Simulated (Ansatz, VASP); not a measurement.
SiB2 in VASP and in Ansatz

The input INCAR:

```
PREC     = Accurate       # precision mode
ENCUT    = 600            # plane-wave cutoff, eV
EDIFF    = 1E-6           # SCF threshold, eV
ISMEAR   = 0              # smearing method
SIGMA    = 0.1            # smearing width, eV
LREAL    = F              # projectors in reciprocal space
LASPH    = T              # aspherical terms in the spheres
NELM     = 80             # most SCF steps
ALGO     = Normal         # electronic algorithm
ISIF     = 3              # what is computed and relaxed
LWAVE    = F              # write WAVECAR
LCHARG   = F              # write CHGCAR
GGA      = PE             # functional
IBRION   = 2              # ionic algorithm
NSW      = 100            # ionic steps
EDIFFG   = -0.01          # ionic threshold
```

File KPOINTS:

```
regular mesh
0
Gamma
  16 16 14
```

File POSCAR:

```
SiB2
1.0
    3.0195430694      0.0000000000      0.0000000000
    0.0000000000      3.0195430694      0.0000000000
    0.0000000000      0.0000000000      3.2536770307
Si B
1 2
Direct
    0.0000000000      0.0000000000      0.5000000000
    0.5000000000      0.5000000000      0.7486736111
    0.5000000000      0.5000000000      0.2513263889
```

Input for Ansatz:

```yaml
crystal:
  lattice:
    - [3.0195430694, 0.0, 0.0]
    - [0.0, 3.0195430694, 0.0]
    - [0.0, 0.0, 3.2536770307]
  atoms:
    - { symbol: Si, position: [0.0, 0.0, 0.5] }
    - { symbol: B, position: [0.5, 0.5, 0.7486736111] }
    - { symbol: B, position: [0.5, 0.5, 0.2513263889] }
basis:
  ecutwfc: 420
kpoints:
  mp_grid: { grid: [16, 16, 14] }
hamiltonian:
  xc: pbe
scf:
  occupations: { method: gaussian, width: 0.1 }
output:
  forces: true
  stress: true
  eigenvalues: true
relax:
  adjacent_minimum: "off"
  f_tol: 0.01
  max_steps: 80
  cell: { stress_tol: 0.05 }
```

Alike in both runs: task relaxation of cell and atoms; functional PBE; k mesh 16 × 16 × 14; occupations gaussian, width 0.1 eV; no spin polarisation.

|  | VASP | Ansatz |
| --- | --- | --- |
| version | VASP 6.6.1 | Ansatz 0.2.0 |
| potentials or method | VASP PAW PBE potentials, release 64 (Si, B), cutoff 600 eV | scalar-relativistic, plane waves, PAW |
| valence electrons in the cell | 10 | 10 |

```tsv
	VASP	Ansatz	Ansatz less VASP
gap on the k mesh at the Fermi level, each at its own relaxed structure (eV)	none	none	-
relaxed volume (Å³/atom)	10.01	10.01	-0.002
relaxed length of the cell vector where the two differ most in proportion (Å)	3.215	3.217	+0.0013
```

A gap of «none» marks a metal or a gap that the smearing closes.
